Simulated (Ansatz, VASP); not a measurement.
**Al: VASP beside Ansatz**

File POSCAR:

```
Al
1.0
    0.0000000000      2.0138601000      2.0239800000
    2.0340999000      0.0000000000      2.0239800000
    2.0340999000      2.0138601000      0.0000000000
Al
1
Direct
    0.0000000000      0.0000000000      0.0000000000
```

Contents of INCAR.step1:

```
SYSTEM = Al
ALGO = Normal
EDIFF = 1E-4
ENCUT = 520
GGA = PE
ISMEAR = 0
LASPH = .TRUE.
LCHARG = .FALSE.
LREAL = .FALSE.
LWAVE = .TRUE.
NBANDS = 8
NELM = 80
PREC = Accurate
SIGMA = 0.15
```

INCAR.step2

```
SYSTEM = Al
ALGO = Normal
EDIFF = 1E-6
ENCUT = 520
ISIF = 2
ISMEAR = 0
ISTART = 1
LASPH = .TRUE.
LCHARG = .TRUE.
LELF = .TRUE.
LMIXTAU = .TRUE.
LREAL = .FALSE.
LVHAR = .TRUE.
LWAVE = .FALSE.
METAGGA = R2SCAN
NBANDS = 8
NELM = 80
PREC = Accurate
SIGMA = 0.15
```

File KPOINTS:

```
k-points
0
G
  20 20 20
  0 0 0
```

Input for Ansatz:

```yaml
crystal:
  lattice:
    - [0.0, 2.0138601, 2.02398]
    - [2.0340999, 0.0, 2.02398]
    - [2.0340999, 2.0138601, 0.0]
  atoms:
    - { symbol: Al, position: [0.0, 0.0, 0.0] }
basis:
  ecutwfc: 500
kpoints:
  mp_grid: { grid: [20, 20, 20] }
hamiltonian:
  xc: r2scan
scf:
  occupations: { method: gaussian, width: 0.15 }
output:
  forces: true
  stress: true
  eigenvalues: true
```

Change from the starting cell: strain +0.0050 x Voigt [1, -1, 0, 0, 0, 0], atoms carried along.

Alike in both runs: task single point; functional r2SCAN; k mesh 20 × 20 × 20; occupations gaussian, width 0.15 eV; no spin polarisation.

|  | VASP | Ansatz |
| --- | --- | --- |
| version | VASP 6.6.1 | Ansatz 0.2.0 |
| potentials or method | VASP PAW PBE potentials, release 64 (Al), cutoff 520 eV | scalar-relativistic, plane waves, PAW |
| valence electrons in the cell | 3 | 3 |

```csv
,VASP,Ansatz,Ansatz less VASP
gap on the k mesh at the Fermi level (eV),none,none,-
pressure (GPa),-3.8,-3.5,+0.30
"traceless stress, the component that is largest in VASP (GPa)",-0.12,-0.12,-0.001
```

VASP's potentials were made for PBE, not for r2SCAN. A gap of «none» marks a metal or a gap that the smearing closes. With one functional, cell and mesh, what is left measures potentials, basis and numerics.
